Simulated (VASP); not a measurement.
Input of a VASP 6.6.1 run:

Contents of INCAR:

```
SYSTEM = Co
  ALGO = Normal
  EDIFF = 1E-6
  ENCUT = 520
  GGA = CA
  ISIF = 2
  ISMEAR = -1
  ISPIN = 2
  LASPH = .True.
  LCHARG = .True.
  LELF = .True.
  LMAXMIX = 4
  LORBIT = 11
  LREAL = .False.
  LVHAR = .True.
  LWAVE = .False.
  MAGMOM = 3.2 3.2
  NBANDS = 20
  NELM = 150
  PREC = Accurate
  SIGMA = 0.1
```

KPOINTS

```
k-points
0
Gamma
  11 11 6
  0 0 0
```

POSCAR

```
Co
1.0
    2.5200972405      0.0000000000      0.0000000000
   -1.2600481137      2.1824679481      0.0000000000
    0.0000000000      0.0000000000      4.1167604739
Co
2
Direct
    0.6666666667      0.3333333333      0.2598610000
    0.3333333333      0.6666666667      0.7401390000
```

Potentials or basis: VASP PAW LDA potentials, release 64 (Co).

Run with:

```sh
$ cat potpaw_LDA.64/Co/POTCAR > POTCAR
$ mpirun -np 1 vasp_std > vasp.out
```

Q: Estimate the largest force.

A: 0.317 eV/Å.

Q: Estimate the pressure.

A: -24.9 GPa.

Q: Predict the net moment.

A: 3.11 μB per cell.

Stress tensor (GPa, compression positive):
```
-24.41   0.00   0.00
  0.00 -24.41   0.00
  0.00   0.00 -26.00
```
